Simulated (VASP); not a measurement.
Input of a VASP 6.6.1 run:

POSCAR

```
ZnO
1.0
    0.0000000000      2.1324317144      2.1324317144
    2.1324317144      0.0000000000      2.1324317144
    2.1324317144      2.1324317144      0.0000000000
Zn O
1 1
Direct
    0.0000000000      0.0000000000      0.0000000000
    0.5000000000      0.5000000000      0.5000000000
```

The input INCAR.step1:

```
  PREC = Accurate
  ENCUT = 1480
  ISMEAR = 0
  SIGMA = 0.1
  LREAL = False
  LASPH = True
  NELM = 120
  NBANDS = 16
  GGA = PE
  ALGO = Normal
  EDIFF = 1E-5
  LWAVE = True
  LCHARG = False
  GGA_COMPAT = False
```

The input INCAR.step2:

```
  PREC = Accurate
  ENCUT = 1480
  EDIFF = 1E-6
  ISMEAR = 0
  SIGMA = 0.1
  LREAL = False
  LASPH = True
  NELM = 120
  ALGO = Normal
  ISIF = 2
  LWAVE = False
  LCHARG = False
  METAGGA = R2SCAN
  LMIXTAU = True
  NBANDS = 16
  ISTART = 1
  GGA_COMPAT = False
```

Contents of KPOINTS:

```
regular mesh
0
Gamma
  8 8 8
```

Potentials or basis: VASP PAW PBE potentials, release 64 (Zn, O_h).

Launch:

```console
$ cat potpaw_PBE.64/Zn/POTCAR potpaw_PBE.64/O_h/POTCAR > POTCAR
$ cp INCAR.step1 INCAR
$ mpirun -np 1 vasp_std > vasp.out
$ cp INCAR.step2 INCAR
$ mpirun -np 1 vasp_std > vasp.out
```

Problem. Predict the band gap on the k mesh.

Solution. 1.56 eV (least direct gap 3.00 eV).

Problem. Predict the pressure.

Solution. 1.6 GPa.

Caveat: the PAW data sets were made with another functional, which shifts forces and pressure a little. A k mesh can miss the band edges.
